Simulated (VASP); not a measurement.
Write the native input for VASP 6.6.1 that does the following.

* Task: single point
* Functional: PBE
* Potentials or basis: VASP PAW PBE potentials, release 64 (Cd, Co, Se)
* Cutoff: 520 eV
* k mesh: 3 × 3 × 2
* Occupations: gaussian, width 0.15 eV
* Spin: collinear spin, ferromagnetic start
* Starting moments: [0.0, 3.0, 3.0, 0.0, 0.0, 0.0] μB
* Dipole correction: no
* Further INCAR settings: ALGO = Normal; EDIFF = 1e-07; NBANDS = 37

The structure of CdCo2Se3 lies in POSCAR:

```
CdCo2Se3
1.0
    5.4311895361      0.0000000000      0.0000000000
   -2.7155947680      4.7035481110      0.0000000000
    0.0000000000      0.0000000000      7.3911702873
Cd Co Se
1 2 3
Direct
    0.0000000000      0.0000000000      0.5000000000
    0.0000000000      0.0000000000      0.1409023602
    0.0000000000      0.0000000000      0.8590976398
    0.5000000000      0.0000000000      0.0000000000
    0.0000000000      0.5000000000      0.0000000000
    0.5000000000      0.5000000000      0.0000000000
```

The cell was generated, and may not be a known phase.

The input as run:

INCAR

```
SYSTEM = CdCo2Se3
PREC = Accurate
ENCUT = 520
EDIFF = 1E-7
ISMEAR = 0
SIGMA = 0.15
LREAL = .FALSE.
LASPH = .TRUE.
NELM = 150
ALGO = Normal
ISIF = 2
LWAVE = .FALSE.
LCHARG = .TRUE.
ISPIN = 2
MAGMOM = 0 3 3 0 0 0
LORBIT = 11
LMAXMIX = 4
GGA = PE
LELF = .TRUE.
LVHAR = .TRUE.
NBANDS = 37
```

KPOINTS

```
Automatic mesh
0
G
  3 3 2
  0 0 0
```

Potentials or basis: VASP PAW PBE potentials, release 64 (Cd, Co, Se).

Run with:

```sh
$ cat potpaw_PBE.64/Cd/POTCAR potpaw_PBE.64/Co/POTCAR potpaw_PBE.64/Se/POTCAR > POTCAR
$ mpirun -np 1 vasp_std > vasp.out
```

It gave:

* Pressure: 0.1 GPa
* Largest force: 0.083 eV/Å
* Net moment: 3.36 μB per cell
* Site moments: Cd -0.01; Co +1.63; Se +0.02 μB
* Valence electrons inside the program's atomic spheres: Cd 10.32; Co 7.97; Se 3.69

Caveat: the k points lie up to 0.45 Å⁻¹ apart.

It took 87 s on 1 thread of Intel(R) Xeon(R) 6975P-C (Granite Rapids), on a shared host, peak memory 0.36 GiB.
